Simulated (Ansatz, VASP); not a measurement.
# One calculation of SnO2, two programs

```
CELL_PARAMETERS angstrom
3.23754 1.86919 4.29302
-3.23754 1.86919 4.29302
0.00000 -3.73839 4.29302
ATOMIC_POSITIONS crystal
Sn 0.86479 0.86479 0.86479
Sn 0.36479 0.36479 0.86479
Sn 0.36479 0.86479 0.36479
Sn 0.86479 0.36479 0.36479
O 0.12117 0.62117 0.62117
O 0.62117 0.12117 0.62117
O 0.62117 0.62117 0.12117
O 0.60840 0.60840 0.60840
O 0.12117 0.12117 0.12117
O 0.10840 0.10840 0.60840
O 0.10840 0.60840 0.10840
O 0.60840 0.10840 0.10840
```

Alike in both runs: functional PBE; dispersion D3(BJ); k mesh 6 × 6 × 6; occupations gaussian, width 0.02 eV; no spin polarisation.

Ansatz relaxed the structure, and its values are those at the end. VASP's run is a single point on that final structure, the one shown.

|  | VASP | Ansatz |
| --- | --- | --- |
| version | VASP 6.6.1 | Ansatz 0.2.0 |
| potentials or method | VASP PAW PBE potentials, release 64 (Sn_d, O), cutoff 520 eV | scalar-relativistic, plane waves, PAW |
| valence electrons in the cell | 104 | 104 |

|  | VASP | Ansatz | Ansatz less VASP |
| --- | --- | --- | --- |
| gap on the k mesh at the Fermi level (eV) | 1.55 | 1.57 | +0.021 |
| least direct gap on the mesh (eV) | 1.55 | 1.57 | +0.021 |
| pressure (GPa) | 0.6 | 0.0 | -0.62 |
| rms of the force components (eV/Å) | 0.023 | 0.000 | -0.0230 |
